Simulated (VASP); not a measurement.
# SiC2 in VASP: further runs

Runs on SiC2. Level: PBE. Tasks: single point.

All numbers are computed with VASP 6.6.1; they aren't measurements. Logs are shortened: lines on timing, memory, paths and dates and some standing lists are left out, and cuts for length are marked.

### Step 1. The cell of the first run

It takes space group Pm (No. 6, monoclinic). The conventional cell has a = 2.457 Å, b = 4.226 Å, c = 9.521 Å, α = 90.00°, β = 93.77°, γ = 90.00°. Within 3.2 Å of Si (site symmetry m) lie 4 Si at 2.46 to 2.50 Å. Si (site symmetry m) has 4 Si at 2.46 to 2.50 Å within 3.2 Å. C (site symmetry 1) has 3 C at 1.36 to 1.44 Å within 1.8 Å. Within 1.8 Å of C (site symmetry 1) lie 3 C at 1.36 to 1.44 Å.

### Step 2. Single point, PBE

The input, INCAR:

```
SYSTEM = SiC2
PREC     = Accurate       ! precision mode
ENCUT    = 520            ! plane-wave cutoff, eV
EDIFF    = 1E-7           ! SCF threshold, eV
ISMEAR   = 0              ! smearing method
SIGMA    = 0.1            ! smearing width, eV
LREAL    = .False.        ! projectors in reciprocal space
LASPH    = .True.         ! aspherical terms in the spheres
NELM     = 100            ! most SCF steps
ALGO     = Normal         ! electronic algorithm
ISIF     = 2              ! what is computed and relaxed
LWAVE    = .False.        ! write WAVECAR
LCHARG   = .True.         ! write CHGCAR
GGA      = PE             ! functional
LELF     = .True.         ! ELF
LVHAR    = .True.       
NBANDS   = 21             ! bands
```

The input, KPOINTS:

```
regular mesh
0
Gamma
  8 4 2
  0 0 0
```

The input, POSCAR:

```
SiC2
1.0
    2.4567570812      0.0000000000      0.0000000000
    0.0000000000      4.2256248723      0.0000000000
   -0.6255264881      0.0000000000      9.5007599878
Si C
2 4
Direct
    0.7511875440      0.0000000000      0.9310161803
    0.7890851928      0.5000000000      0.0709242620
    0.4899452530      0.1612973658      0.4995804108
    0.9899134129      0.6613116238      0.4994488708
    0.9899134129      0.3386883762      0.4994488708
    0.4899452530      0.8387026342      0.4995804108
```

Potentials or basis: VASP PAW PBE potentials, release 64 (Si, C).

The run is started by

```console
> cat potpaw_PBE.64/Si/POTCAR potpaw_PBE.64/C/POTCAR > POTCAR
> mpirun -np 1 vasp_std > vasp.out
```

OUTCAR:

```text
SYSTEM = SiC2
   PREC = Accurate
   ENCUT = 520
   EDIFF = 1E-7
   ISMEAR = 0
   LREAL = .False.
   LASPH = .True.
   NELM = 100
   ISIF = 2
   GGA = PE

 ion  position               nearest neighbor table
   1  0.751  0.000  0.931-   2 2.50   2 2.50
   2  0.789  0.500  0.071-   1 2.50   1 2.50
   3  0.490  0.161  0.500-   6 1.36   5 1.44   5 1.44
   4  0.990  0.661  0.499-   5 1.36   6 1.44   6 1.44
   5  0.990  0.339  0.499-   4 1.36   3 1.44   3 1.44
   6  0.490  0.839  0.500-   3 1.36   4 1.44   4 1.44

  LATTYP: Found a simple monoclinic cell.
 ALAT       =     2.4567570812
 B/A-ratio  =     1.7200010960
 C/A-ratio  =     3.8755683287
 COS(beta)  =    -0.0656973860

  Lattice vectors:

 A1 = (   2.4567570812,   0.0000000000,   0.0000000000)
 A2 = (   0.0000000000,   4.2256248723,   0.0000000000)
 A3 = (  -0.6255264881,   0.0000000000,   9.5007599878)

Analysis of symmetry for initial positions (statically):
=====================================================================
 Subroutine PRICEL returns:
 Original cell was already a primitive cell.

 Routine SETGRP: Setting up the symmetry group for a
 simple monoclinic supercell.

 Subroutine GETGRP returns: Found  2 space group operations
 (whereof  2 operations were pure point group operations)
 out of a pool of  4 trial point group operations.

The static configuration has the point symmetry C_1h.

Analysis of symmetry for dynamics (positions and initial velocities):
=====================================================================
 Subroutine PRICEL returns:
 Original cell was already a primitive cell.

 Routine SETGRP: Setting up the symmetry group for a
 simple monoclinic supercell.

 Subroutine GETGRP returns: Found  2 space group operations
 (whereof  2 operations were pure point group operations)
 out of a pool of  4 trial point group operations.

The dynamic configuration has the point symmetry C_1h.

 Subroutine INISYM returns: Found  2 space group operations
 (whereof  2 operations are pure point group operations),
 and found     1 'primitive' translations

----------------------------------------------------------------------------------------

                                     Primitive cell

  volume of cell :      98.6306

  direct lattice vectors                    reciprocal lattice vectors
     2.456757081  0.000000000  0.000000000     0.407040650  0.000000000  0.026799404
     0.000000000  4.225624872  0.000000000     0.000000000  0.236651390  0.000000000
    -0.625526488  0.000000000  9.500759988     0.000000000  0.000000000  0.105254738

  length of vectors
     2.456757081  4.225624872  9.521329935     0.407921928  0.236651390  0.105254738

  position of ions in fractional coordinates (direct lattice)
     0.751187544  0.000000000  0.931016180
     0.789085193  0.500000000  0.070924262
     0.489945253  0.161297366  0.499580411
     0.989913413  0.661311624  0.499448871
     0.989913413  0.338688376  0.499448871
     0.489945253  0.838702634  0.499580411

  ion indices of the primitive-cell ions
   primitive index   ion index
                 1           1
                 2           2
                 3           3
                 4           4
                 5           5
                 6           6

----------------------------------------------------------------------------------------

 KPOINTS: regular mesh

Automatic generation of k-mesh.
 Grid dimensions read from file:
 generate k-points for:    8    4    2

 Generating k-lattice:

  Cartesian coordinates                     Fractional coordinates (reciprocal lattice)
     0.050880081  0.000000000  0.003349926     0.125000000  0.000000000 -0.000000000
     0.000000000  0.059162848  0.000000000     0.000000000  0.250000000  0.000000000
     0.000000000  0.000000000  0.052627369     0.000000000  0.000000000  0.500000000

  Length of vectors
     0.050990241  0.059162848  0.052627369

  Shift w.r.t. Gamma in fractional coordinates (k-lattice)
     0.000000000  0.000000000  0.000000000

 Subroutine IBZKPT returns following result:
 ===========================================

 Found     30 irreducible k-points:

 Following reciprocal coordinates:
            Coordinates               Weight
  0.000000  0.000000  0.000000      1.000000
  0.125000  0.000000 -0.000000      2.000000
  0.250000  0.000000 -0.000000      2.000000
  0.375000  0.000000  0.000000      2.000000
  0.500000  0.000000 -0.000000      1.000000
  0.000000  0.250000  0.000000      2.000000
[... 16 lines left out ...]
  0.250000  0.250000  0.500000      4.000000
  0.375000  0.250000  0.500000      4.000000
 [... further k-points ...]
   k-points           NKPTS =     30   k-points in BZ     NKDIM =     30   number of bands    NBANDS=     21
   number of dos      NEDOS =    301   number of ions     NIONS =      6
   total plane-waves  NPLWV =  41472
   dimension x,y,z NGX =    18 NGY =   32 NGZ =   72
   dimension x,y,z NGXF=    36 NGYF=   64 NGZF=  144
   ions per type =               2   4
   NGX,Y,Z   is equivalent  to a cutoff of  12.18, 12.59, 12.57 a.u.
   NGXF,Y,Z  is equivalent  to a cutoff of  24.36, 25.18, 25.14 a.u.
 SYSTEM =  SiC2
   PREC   = accura    normal or accurate (medium, high low for compatibility)
   ISTART =      0    job   : 0-new  1-cont  2-samecut
   ICHARG =      2    charge: 1-file 2-atom 10-const
   ISPIN  =      1    spin polarized calculation?
   LNONCOLLINEAR =      F non collinear calculations
   LSORBIT =      F    spin-orbit coupling
   LASPH  =      T    aspherical Exc in radial PAW
   ENCUT  =  520.0 eV  38.22 Ry    6.18 a.u.   4.57  7.86 17.70*2*pi/ulx,y,z
   NELM   =    100;   NELMIN=  2; NELMDL= -5     # of ELM steps
   EDIFF  = 0.1E-06   stopping-criterion for ELM
   LREAL  =      F    real-space projection
   EDIFFG = 0.1E-05   stopping-criterion for IOM
   NSW    =      0    number of steps for IOM
   IBRION =     -1    ionic relax: 0-MD 1-quasi-New 2-CG
   NFREE  =      0    steps in history (QN), initial steepest desc. (CG)
   ISIF   =      2    stress and relaxation
   ISYM   =      2    0-nonsym 1-usesym 2-fastsym
   POTIM  = 0.5000    time-step for ionic-motion
   TEBEG  =    0.0;   TEEND  =   0.0 temperature during run
   PSTRESS=    0.0 pullay stress
   NELECT =      24.0000    total number of electrons
   NUPDOWN=      -1.0000    fix difference up-down
   EMIN   =  10.00;   EMAX   =-10.00  energy-range for DOS
   EFERMI =   0.00;   METHOD = LEGACY
   ISMEAR =     0;   SIGMA  =   0.10  broadening in eV -4-tet -1-fermi 0-gaus
   EFERMI_NEDOS =   21; number of points for ismear=-14 and -15
   IALGO  =     38    algorithm
   IMIX   =      4    mixing-type and parameters
     AMIX     =   0.40;   BMIX     =  1.00
     AMIX_MAG =   1.60;   BMIX_MAG =  1.00
  volume/ion in A,a.u.               =      16.44       110.93
  Fermi-wavevector in a.u.,A,eV,Ry     =   1.022056  1.931406 14.212628  1.044599
  Thomas-Fermi vector in A             =   2.155715
   LORBIT       =      0    0 simple, 1 ext, 2 COOP (PROOUT), +10 PAW based schemes
   GGA     = PE    functional components
   LHFCALC =     F    Hartree Fock is set to
   AEXX    =    0.0000 exact exchange contribution
   IVDW    =     0    specifies the selected vdW correction
   LEPSILON=     F    determine dielectric tensor
   LRPA    =     F    only Hartree local field effects (RPA)
 non-spin polarized calculation
 Gauss-broadening in eV      SIGMA  =   0.10
  energy-cutoff  :      520.00
  volume of cell :       98.63
 maximum number of plane-waves:      2692
   NGX =  9   NGY = 15   NGZ = 35

 number of electron      23.9999997 magnetization

 Free energy of the ion-electron system (eV)
  ---------------------------------------------------
  ext. energy  EPLUGINS =         0.00000000
  ---------------------------------------------------
  free energy    TOTEN  =       -46.09375853 eV

  energy without entropy =      -46.08809854  energy(sigma->0) =      -46.09092853

 E-fermi :   2.7349     XC(G=0):  -8.3603

 val. band max:        2.6939774714   @ k =   0.2500   0.2500   0.5000
 cond. band min:       3.1544548654   @ k =   0.2500   0.0000  -0.0000
 fundamental gap:      0.4604773941
 Fermi energy:         2.7348969770

 k-point     1 :       0.0000    0.0000    0.0000
  band No.  band energies     occupation
      1     -16.4904      2.00000
      2     -10.8825      2.00000
      3     -10.5809      2.00000
      4      -8.3902      2.00000
      5      -4.6419      2.00000
      6      -3.6076      2.00000
[... 13 lines left out ...]
     20      11.2389      0.00000
     21      11.5339      0.00000

 k-point     2 :       0.1250    0.0000   -0.0000
  band No.  band energies     occupation
      1     -16.2110      2.00000
      2     -10.6370      2.00000
      3     -10.3598      2.00000
      4      -8.0195      2.00000
      5      -4.3094      2.00000
      6      -4.1881      2.00000
[... 13 lines left out ...]
     20      11.7437      0.00000
     21      12.2704      0.00000

 k-point     3 :       0.2500    0.0000   -0.0000
  band No.  band energies     occupation
      1     -15.3786      2.00000
      2      -9.9018      2.00000
      3      -9.8203      2.00000
      4      -6.9150      2.00000
      5      -6.4479      2.00000
      6      -3.3297      2.00000
[... 13 lines left out ...]
     20      11.6148      0.00000
     21      11.7685      0.00000
[... 457 lines left out ...]
 k-point    23 :       0.2500    0.2500    0.5000
  band No.  band energies     occupation
      1     -15.0104      2.00000
      2     -12.1561      2.00000
      3      -7.5502      2.00000
      4      -6.4584      2.00000
      5      -5.6644      2.00000
      6      -4.1994      2.00000
[... 13 lines left out ...]
     20      10.6747      0.00000
     21      11.2040      0.00000

 k-point    24 :       0.3750    0.2500    0.5000
  band No.  band energies     occupation
      1     -13.6560      2.00000
      2     -11.0294      2.00000
      3      -9.1778      2.00000
      4      -6.6248      2.00000
      5      -5.5128      2.00000
      6      -4.6522      2.00000
[... 13 lines left out ...]
     20      10.9169      0.00000
     21      10.9674      0.00000

 [... further k-points ...]

------------------------ aborting loop because EDIFF is reached ----------------------------------------

  FORCE on cell =-STRESS in cart. coord.  units (eV):
  Direction    XX          YY          ZZ          XY          YZ          ZX
  --------------------------------------------------------------------------------------
  -------------------------------------------------------------------------------------
  Total       -1.4582403      2.8550155     -0.2546742      0.0000000      0.0000000     -0.0239469
  in kB      -23.6879881     46.3775228     -4.1369856      0.0000000      0.0000000     -0.3889987
  external PRESSURE =       6.1841830 kB  Pullay stress =       0.0000000 kB

 VOLUME and BASIS-vectors are now :
 -----------------------------------------------------------------------------
  energy-cutoff  :      520.00
  volume of cell :       98.63
      direct lattice vectors                 reciprocal lattice vectors
     2.456757081  0.000000000  0.000000000     0.407040650  0.000000000  0.026799404
     0.000000000  4.225624872  0.000000000     0.000000000  0.236651390  0.000000000
    -0.625526488  0.000000000  9.500759988     0.000000000  0.000000000  0.105254738

 POSITION                                       TOTAL-FORCE (eV/Angst)
 -----------------------------------------------------------------------------------
      1.26311      0.00000      8.84536         0.003612      0.000000      0.243199
      1.89423      2.11281      0.67383        -0.004471      0.000000     -0.243494
      0.89118      0.68158      4.74639         0.000027      3.080314     -0.003087
      2.11956      2.79445      4.74514         0.000403      3.076564      0.003235
      2.11956      1.43117      4.74514         0.000403     -3.076564      0.003235
      0.89118      3.54404      4.74639         0.000027     -3.080314     -0.003087
 -----------------------------------------------------------------------------------
    total drift:                                0.000798      0.000000     -0.000006

  FREE ENERGIE OF THE ION-ELECTRON SYSTEM (eV)
  ---------------------------------------------------
  free  energy   TOTEN  =       -46.0937585296 eV

  energy  without entropy=      -46.0880985402  energy(sigma->0) =      -46.09092853
```

Run time: 42 s. Hardware: 1 thread of Intel Xeon Platinum 8559C (Emerald Rapids), shared host; peak memory 0.21 GiB.

Results:

| Property | Result |
| --- | --- |
| Free energy | -46.0938 eV |
| Pressure | 0.6 GPa |
| Largest force | 3.080 eV/Å |
| Band gap on the k mesh | zero (band 12 reaches 3.27 eV, above the bottom of band 13 at 2.03 eV) |

Forces in eV/Å, atoms in the order of the input:
```
Si   0.004  0.000  0.243
Si  -0.004  0.000 -0.243
C    0.000  3.080 -0.003
C    0.000  3.077  0.003
C    0.000 -3.077  0.003
C    0.000 -3.080 -0.003
```

Levels at points of the mesh, in eV from the Fermi level:
| k point | band 9 | band 10 | band 11 | band 12 | band 13 | band 14 | band 15 | band 16 |
| --- | --- | --- | --- | --- | --- | --- | --- | --- |
| (0.00, 0.00, 0.00) | -3.22 | -1.87 | -1.54 | -0.81 | -0.71 | 1.62 | 3.15 | 4.61 |
| (0.50, 0.00, 0.00) | -2.52 | -2.51 | -1.18 | -0.34 | 0.68 | 3.65 | 3.66 | 3.66 |
| (0.00, 0.50, 0.00) | -4.27 | -4.27 | -2.73 | -2.73 | 2.89 | 2.90 | 6.62 | 6.62 |
| (0.50, 0.50, 0.00) | -3.27 | -3.27 | -2.14 | -2.14 | 1.82 | 1.85 | 2.44 | 2.47 |
| (0.00, 0.00, 0.50) | -3.22 | -1.87 | -1.53 | -0.77 | -0.64 | 1.60 | 3.12 | 4.55 |
| (0.50, 0.00, 0.50) | -2.51 | -2.50 | -1.20 | -0.37 | 0.68 | 3.66 | 3.66 | 3.72 |
| (0.00, 0.50, 0.50) | -4.27 | -4.27 | -2.78 | -2.78 | 3.21 | 3.21 | 6.07 | 6.07 |
| (0.50, 0.50, 0.50) | -3.27 | -3.27 | -2.14 | -2.14 | 1.87 | 1.87 | 2.42 | 2.42 |

Caveat: the k points lie up to 0.37 Å⁻¹ apart; forces of over 1 eV/Å act on the atoms, so gaps and moduli don't describe the material at rest.

(Part 1 of 2 ends here.)
